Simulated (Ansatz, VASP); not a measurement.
## One calculation of Yb, two programs

INCAR

```
PREC     = Accurate       # precision mode
ENCUT    = 520            # plane-wave cutoff, eV
EDIFF    = 1E-6           # SCF threshold, eV
ISMEAR   = -1             # smearing method
SIGMA    = 0.03           # smearing width, eV
LREAL    = False          # projectors in reciprocal space
LASPH    = True           # aspherical terms in the spheres
NELM     = 60             # most SCF steps
ALGO     = Normal         # electronic algorithm
ISIF     = 2              # what is computed and relaxed
LWAVE    = False          # write WAVECAR
LCHARG   = True           # write CHGCAR
GGA      = CA             # functional
LELF     = True           # ELF
LVHAR    = True         
NBANDS   = 18             # bands
```

File KPOINTS:

```
regular mesh
0
Gamma
  11 11 11
```

The input POSCAR:

```
Yb
1.0
    0.0000000000      2.4569516026      2.4569516026
    2.4569516026      0.0000000000      2.4569516026
    2.4569516026      2.4569516026      0.0000000000
Yb
1
Direct
    0.0000000000      0.0000000000      0.0000000000
```

Input for Ansatz:

```yaml
crystal:
  lattice:
    - [0.0, 2.4569516026, 2.4569516026]
    - [2.4569516026, 0.0, 2.4569516026]
    - [2.4569516026, 2.4569516026, 0.0]
  atoms:
    - { symbol: Yb, position: [0.0, 0.0, 0.0] }
hamiltonian:
  xc: lda
  pseudopotentials:
    kind: paw
    azcp:
      Yb: "pseudopotentials/Yb.paw.azcp"
basis:
  ecutwfc: 420
  fft_grid_basis: typed
kpoints:
  mp_grid: { grid: [11, 11, 11], shift: [0, 0, 0] }
magnetization:
  spin_polarized: false
scf:
  occupations: { method: fermi_dirac, width: 0.03 }
  lower_state_search: "off"
output:
  stress: true
```

Alike in both runs: task single point; functional LDA; k mesh 11 × 11 × 11; occupations fermi-dirac, width 0.03 eV; no spin polarisation.

|  | VASP | Ansatz |
| --- | --- | --- |
| version | VASP 6.6.1 | Ansatz 0.2.0 |
| potentials or method | VASP PAW PBE potentials, release 64 (Yb), cutoff 520 eV | plane waves (420 eV) with PAW, scalar-relativistic |
| valence electrons in the cell | 24 | 24 |

|  | VASP | Ansatz | Ansatz less VASP |
| --- | --- | --- | --- |
| pressure (GPa) | 1.2 | 0.1 | -1.05 |

VASP's potentials were made for PBE, not for LDA, and Ansatz warns of the same on its side. LDA's correlation is that of Perdew and Zunger in VASP and of Perdew and Wang (1992) in Ansatz.

Neither program's run includes spin-orbit coupling.
